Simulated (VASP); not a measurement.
Write the native input for VASP 6.6.1 that does the following.

* Task: single point
* Functional: PBE
* Potentials or basis: VASP PAW PBE potentials, release 64 (B, N)
* Cutoff: 600 eV
* k mesh: 1 × 1 × 1
* Occupations: gaussian, width 0.01 eV
* Spin: no spin polarisation
* Dipole correction: no
* Further INCAR settings: ALGO = Normal; EDIFF = 1e-06; NBANDS = 46

The structure of BN lies in POSCAR:

```
BN
1.0
    0.0000000000      3.5168811956      3.5168811956
    3.5168811956      0.0000000000      3.5168811956
    3.5168811956      3.5168811956      0.0000000000
B N
8 8
Direct
    0.0000000000      0.0000000000      0.0000000000
    0.0000000000      0.0000000000      0.5000000000
    0.0000000000      0.5000000000      0.0000000000
    0.0000000000      0.5000000000      0.5000000000
    0.5000000000      0.0000000000      0.0000000000
    0.5000000000      0.0000000000      0.5000000000
    0.5000000000      0.5000000000      0.0000000000
    0.5000000000      0.5000000000      0.5000000000
    0.1250000000      0.1250000000      0.1250000000
    0.1250000000      0.1250000000      0.6250000000
    0.1250000000      0.6250000000      0.1250000000
    0.1250000000      0.6250000000      0.6250000000
    0.6250000000      0.1250000000      0.1250000000
    0.6250000000      0.1250000000      0.6250000000
    0.6250000000      0.6250000000      0.1250000000
    0.6250000000      0.6250000000      0.6250000000
```

The input as run:

INCAR

```
SYSTEM = BN
PREC     = Accurate       ! precision mode
ENCUT    = 600            ! plane-wave cutoff, eV
EDIFF    = 1E-6           ! SCF threshold, eV
ISMEAR   = 0              ! smearing method
SIGMA    = 0.01           ! smearing width, eV
LREAL    = .FALSE.        ! projectors in reciprocal space
LASPH    = .TRUE.         ! aspherical terms in the spheres
NELM     = 120            ! most SCF steps
ALGO     = Normal         ! electronic algorithm
ISIF     = 2              ! what is computed and relaxed
LWAVE    = .FALSE.        ! write WAVECAR
LCHARG   = .TRUE.         ! write CHGCAR
GGA      = PE             ! functional
LELF     = .TRUE.         ! ELF
LVHAR    = .TRUE.       
NBANDS   = 46             ! bands
GGA_COMPAT= .FALSE.
```

KPOINTS

```
regular mesh
0
G
  1 1 1
  0 0 0
```

Potentials or basis: VASP PAW PBE potentials, release 64 (B, N).

Run with:

```console
$ cat potpaw_PBE.64/B/POTCAR potpaw_PBE.64/N/POTCAR > POTCAR
$ mpirun -np 1 vasp_gam > vasp.out
```

It gave:

The pressure is 67.6 GPa. The band gap on the k mesh is 4.16 eV.

Caveat: the k points lie up to 1.55 Å⁻¹ apart.

It took 16 s on 1 thread of AMD EPYC 7R13 Processor (Zen 3), with other jobs on the host, peak memory 0.18 GiB.
